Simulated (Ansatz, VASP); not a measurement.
**BP: VASP beside Ansatz**

File POSCAR:

```
BP
1.0
    0.0000000000      2.2690000000      2.2690000000
    2.2690000000      0.0000000000      2.2690000000
    2.2690000000      2.2690000000      0.0000000000
P B
1 1
Direct
    0.7500000000      0.7500000000      0.7500000000
    0.0000000000      0.0000000000      0.0000000000
```

The input INCAR.step1:

```
SYSTEM = BP
PREC = Accurate
ENCUT = 520
EDIFF = 1E-5
ISMEAR = -1
SIGMA = 0.05
LREAL = .False.
LASPH = .True.
NELM = 100
ALGO = Normal
ISIF = 2
LWAVE = .True.
LCHARG = .False.
NBANDS = 11
GGA = PE
```

INCAR.step2

```
SYSTEM = BP
PREC = Accurate
ENCUT = 520
EDIFF = 1E-7
ISMEAR = -1
SIGMA = 0.05
LREAL = .False.
LASPH = .True.
NELM = 100
ALGO = Normal
ISIF = 2
LWAVE = .False.
LCHARG = .False.
GGA = PE
LHFCALC = .True.
AEXX = 0.25
HFSCREEN = 0.2078699
PRECFOCK = Normal
NBANDS = 11
ISTART = 1
```

The input KPOINTS:

```
regular mesh
0
Gamma
  6 6 6
  0 0 0
```

input.yaml

```yaml
crystal:
  lattice:
    - [0.0, 2.269, 2.269]
    - [2.269, 0.0, 2.269]
    - [2.269, 2.269, 0.0]
  atoms:
    - { symbol: P, position: [0.75, 0.75, 0.75] }
    - { symbol: B, position: [0.0, 0.0, 0.0] }
hamiltonian:
  xc:
    exchange: pbe
    correlation: pbe
    exx: { coeff: 0.25, omega: 0.2078699 }
  pseudopotentials: { kind: paw }
kpoints:
  mp_grid: { grid: [6, 6, 6] }
scf:
  occupations: { method: fermi_dirac, width: 0.05 }
output:
  forces: true
  stress: true
  eigenvalues: true
  write_density: true
  write_potential: true
  elf: true
  volumetric_format: npy
```

Alike in both runs: task single point; functional PBE-based screened hybrid; k mesh 6 × 6 × 6; occupations fermi-dirac, width 0.05 eV; no spin polarisation.

|  | VASP | Ansatz |
| --- | --- | --- |
| version | VASP 6.6.1 | Ansatz 0.2.0 |
| potentials or method | VASP PAW PBE potentials, release 64 (P, B) | Ansatz PAW |
| plane-wave cutoff (eV) | 520 | 420 |
| valence electrons in the cell | 8 | 8 |

|  | VASP | Ansatz | Ansatz less VASP |
| --- | --- | --- | --- |
| gap on the k mesh at the Fermi level (eV) | 2.06 | 2.06 | +0.004 |
| least direct gap on the mesh (eV) | 4.34 | 4.34 | +0.006 |
| pressure (GPa) | -2.0 | -1.5 | +0.55 |

VASP's potentials were made for PBE, not for PBE-based screened hybrid. The functional is the same, so the differences come from potentials, cutoffs and numerics.
